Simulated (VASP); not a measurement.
# BAs (Pmmm) in VASP: notebook

BAs is run at these levels: LDA; tasks: vibrations by perturbation theory, elastic constants.

Everything below comes from runs of VASP 6.6.1. Logs are shortened: lines on timing, memory, paths and dates and some standing lists are left out, and cuts for length are marked.

## 1. The cell of the first run

The structure is orthorhombic, space group Pmmm (No. 47). Conventional cell: a = 2.128 Å, b = 3.174 Å, c = 4.951 Å, α = 90.00°, β = 90.00°, γ = 90.00°. Within 2.8 Å of B (site symmetry mmm) lie 2 B at 2.13 Å and 4 As at 2.69 Å. Within 2.8 Å of As (site symmetry mmm) lie 2 As at 2.13 Å and 4 B at 2.69 Å.

## 2. Vibrations by perturbation theory, LDA

Contents of INCAR:

```
PREC = Accurate
ENCUT = 520
EDIFF = 1E-8
ISMEAR = -1
SIGMA = 0.05
LREAL = F
LASPH = T
NELM = 80
ALGO = Normal
ISIF = 2
LWAVE = F
LCHARG = F
IBRION = 8
NSW = 1
```

Contents of KPOINTS:

```
regular mesh
0
Gamma
  9 6 5
```

Contents of POSCAR:

```
BAs
1.0
    2.1275493300      0.0000000000      0.0000000000
    0.0000000000      3.1740629400      0.0000000000
    0.0000000000      0.0000000000      4.9509801800
B As
1 1
Direct
    0.0000000000      0.5000000000      0.0000000000
    0.5000000000      0.5000000000      0.5000000000
```

Potentials or basis: VASP PAW LDA potentials, release 64 (B, As).

On the command line:

```bash
> cat potpaw_LDA.64/B/POTCAR potpaw_LDA.64/As/POTCAR > POTCAR
> mpirun -np 1 vasp_std > vasp.out
```

OUTCAR:

```text
PREC = Accurate
   ENCUT = 520
   EDIFF = 1E-8
   ISMEAR = -1
   LREAL = F
   LASPH = T
   NELM = 80
   ISIF = 2
   IBRION = 8
   NSW = 1

 ion  position               nearest neighbor table
   1  0.000  0.500  0.000-
   2  0.500  0.500  0.500-

  LATTYP: Found a simple orthorhombic cell.
 ALAT       =     2.1275493300
 B/A-ratio  =     1.4918868838
 C/A-ratio  =     2.3270812621

  Lattice vectors:

 A1 = (   2.1275493300,   0.0000000000,   0.0000000000)
 A2 = (   0.0000000000,   3.1740629400,   0.0000000000)
 A3 = (   0.0000000000,   0.0000000000,   4.9509801800)

Analysis of symmetry for initial positions (statically):
=====================================================================
 Subroutine PRICEL returns:
 Original cell was already a primitive cell.

 Routine SETGRP: Setting up the symmetry group for a
 simple orthorhombic supercell.

 Subroutine GETGRP returns: Found  8 space group operations
 (whereof  8 operations were pure point group operations)
 out of a pool of  8 trial point group operations.

The static configuration has the point symmetry D_2h.

Analysis of symmetry for dynamics (positions and initial velocities):
=====================================================================
 Subroutine PRICEL returns:
 Original cell was already a primitive cell.

 Routine SETGRP: Setting up the symmetry group for a
 simple orthorhombic supercell.

 Subroutine GETGRP returns: Found  8 space group operations
 (whereof  8 operations were pure point group operations)
 out of a pool of  8 trial point group operations.

The dynamic configuration has the point symmetry D_2h.

 Subroutine INISYM returns: Found  8 space group operations
 (whereof  8 operations are pure point group operations),
 and found     1 'primitive' translations

[... 429 lines left out ...]
  energy-cutoff  :      520.00
  volume of cell :       33.43
      direct lattice vectors                 reciprocal lattice vectors
     2.127549330  0.000000000  0.000000000     0.470024354  0.000000000  0.000000000
     0.000000000  3.174062940  0.000000000     0.000000000  0.315053614  0.000000000
     0.000000000  0.000000000  4.950980180     0.000000000  0.000000000  0.201980207

 POSITION                                       TOTAL-FORCE (eV/Angst)
 -----------------------------------------------------------------------------------
      0.00000      1.58703      0.00000         0.000000      0.000000      0.000000
      1.06377      1.58703      2.47549         0.000000      0.000000      0.000000
 -----------------------------------------------------------------------------------
    total drift:                                0.000000      0.000000      0.000000

  FREE ENERGIE OF THE ION-ELECTRON SYSTEM (eV)
  ---------------------------------------------------
  free  energy   TOTEN  =        -8.4560387770 eV

  energy  without entropy=       -8.4457154254  energy(sigma->0) =       -8.45087710

[... ionic steps 2 to 3 ...]

--------------------------------------- Ionic step        4  -------------------------------------------

------------------------ aborting loop because EDIFF is reached ----------------------------------------

--------------------------------------- Ionic step        5  -------------------------------------------
[... 13 lines left out ...]
------------------------ aborting loop because EDIFF is reached ----------------------------------------

--------------------------------------- Ionic step        9  -------------------------------------------

 Free energy of the ion-electron system (eV)
  ---------------------------------------------------
  ---------------------------------------------------
  free energy    TOTEN  =        -0.06707653 eV

  energy without entropy =       -0.06707648

------------------------ aborting loop because EDIFF is reached ----------------------------------------

 INTERNAL STRAIN TENSOR  FOR ION    2  DIRECTION 3   (eV/Angst):
 -----------------------------------------------------------------------------
    -0.00143  0.00000  0.00000
     0.00000  0.01309  0.00000
     0.00000  0.00000 -0.04314

 INTERNAL STRAIN TENSOR FOR ION    2 for displacements in x,y,z  (eV/Angst):
          X           Y           Z          XY          YZ          ZX
  --------------------------------------------------------------------------------
  x     0.00000     0.00000     0.00000     0.00000     0.00000     0.00000
  y     0.00000     0.00000     0.00000     0.00000     0.00000     0.00000
  z     0.00000     0.00000     0.00000     0.00000     0.00000     0.00000

 SECOND DERIVATIVES (NOT SYMMETRIZED)
 ------------------------------------
               1X          1Y          1Z          2X          2Y          2Z
  1X     2.246344    0.000000    0.000000   -2.246344    0.000000    0.000000
  1Y     0.000000   -0.565924    0.000000    0.000000    0.565924    0.000000
  1Z     0.000000    0.000000    1.949182    0.000000    0.000000   -1.949182
  2X    -2.244212    0.000000    0.000000    2.244212    0.000000    0.000000
  2Y     0.000000    0.565730    0.000000    0.000000   -0.565730    0.000000
  2Z     0.000000    0.000000   -1.952380    0.000000    0.000000    1.952380

 Eigenvectors and eigenvalues of the dynamical matrix
 ----------------------------------------------------

   1 f  =    3.826103 THz    24.040114 2PiTHz  127.625057 cm-1    15.823483 meV
             X         Y         Z           dx          dy          dz
      0.000000  1.587031  0.000000     0.000000    0.934846    0.000000
      1.063775  1.587031  2.475490     0.000000   -0.355054    0.000000
[... 21 lines left out ...]
   6 f/i=    7.622533 THz    47.893786 2PiTHz  254.260325 cm-1    31.524248 meV
             X         Y         Z           dx          dy          dz
      0.000000  1.587031  0.000000    -0.934882    0.000000    0.000000
      1.063775  1.587031  2.475490     0.354959    0.000000    0.000000

--------------------------------------------------------------------------------------------------------

 ELASTIC MODULI CONTR FROM IONIC RELAXATION (kBar)
 Direction    XX          YY          ZZ          XY          YZ          ZX
 --------------------------------------------------------------------------------
 XX           0.0000      0.0000      0.0000      0.0000      0.0000      0.0000
 YY           0.0000      0.0000      0.0000      0.0000      0.0000      0.0000
 ZZ           0.0000      0.0000      0.0000      0.0000      0.0000      0.0000
 XY           0.0000      0.0000      0.0000      0.0000      0.0000      0.0000
 YZ           0.0000      0.0000      0.0000      0.0000      0.0000      0.0000
 ZX           0.0000      0.0000      0.0000      0.0000      0.0000      0.0000
 --------------------------------------------------------------------------------
```

OSZICAR:

```text
N       E                     dE             d eps       ncg     rms          rms(c)
DAV:   1     0.146515016110E+02    0.14652E+02   -0.36116E+03   960   0.822E+02
DAV:   2    -0.812404923230E+01   -0.22776E+02   -0.22276E+02  1480   0.977E+01
DAV:   3    -0.856805153414E+01   -0.44400E+00   -0.44017E+00  1160   0.168E+01
[... 90 lines left out ...]
RMM:   8    -0.670764691073E-01   -0.85508E-06   -0.74709E-10  1514   0.126E-04    0.257E-05
RMM:   9    -0.670765438285E-01   -0.74721E-07   -0.11660E-09  1575   0.373E-05    0.521E-06
RMM:  10    -0.670765098260E-01    0.34002E-07   -0.23765E-09  1593   0.136E-05    0.321E-06
RMM:  11    -0.670765291293E-01   -0.19303E-07   -0.22359E-09  1355   0.722E-06    0.265E-07
RMM:  12    -0.670765293331E-01   -0.20385E-09   -0.43252E-11   597   0.486E-06    0.894E-08
 Linear response finished
```

It took 90 s on 1 thread of Intel Xeon Platinum 8259CL at 2.50GHz (Skylake/Cascade Lake), shared host; peak memory 0.17 GiB.

Results:

```
Highest phonon frequency at Γ, LO-TO splitting left out : 128 cm⁻¹
Most unstable mode                                      : 254i cm⁻¹
```

Phonon frequencies in cm⁻¹ (negative: imaginary):
```csv
q point,frequencies
"(0.000, 0.000, 0.000)",-254 -237 0 0 0 128
```

Caveat: the cell stands under pressure or tension, which shifts response properties; some modes are imaginary.

## 3. Elastic constants, LDA

Contents of INCAR:

```
ALGO = Normal
EDIFF = 1E-8
ENCUT = 600
IBRION = 6
ISIF = 3
ISMEAR = -1
LASPH = T
LCHARG = T
LREAL = F
LWAVE = F
NELM = 100
NFREE = 2
NSW = 1
POTIM = 0.015
PREC = Accurate
SIGMA = 0.05
```

Contents of KPOINTS:

```
k-points
0
Gamma
  9 6 5
```

POSCAR is that of step 2.

Potentials or basis: VASP PAW LDA potentials, release 64 (B, As).

On the command line:

```bash
> cat potpaw_LDA.64/B/POTCAR potpaw_LDA.64/As/POTCAR > POTCAR
> mpirun -np 1 vasp_std > vasp.out
```

It took 4.6 min on 1 thread of Intel Xeon Platinum 8259CL at 2.50GHz (Skylake/Cascade Lake), shared host; peak memory 0.19 GiB.

Results (log left out):

- Voigt bulk modulus: 73 GPa
- Highest phonon frequency at Γ, LO-TO splitting left out: 127 cm⁻¹
- Most unstable mode: 254i cm⁻¹

Phonon frequencies in cm⁻¹ (negative: imaginary):
```
              q point          frequencies
(0.000, 0.000, 0.000)  -254 -237 0 0 0 127
```

Elastic tensor in Voigt notation (GPa, in the Cartesian axes of the cell as first typed):
```
247  96 138   0   0   0
 96 -71  -8   0   0   0
138  -8  32   0   0   0
  0   0   0  14   0   0
  0   0   0   0 -47   0
  0   0   0   0   0  18
```

Clamped-ion elastic tensor (GPa):
```
247  96 138   0   0   0
 96 -71  -8   0   0   0
138  -8  32   0   0   0
  0   0   0  14   0   0
  0   0   0   0 -47   0
  0   0   0   0   0  18
```

Caveat: the cell is under stress, which shifts elastic constants; some modes are imaginary; the elastic tensor has a negative eigenvalue, so either the cell is unstable as it stands or the mesh is too thin.
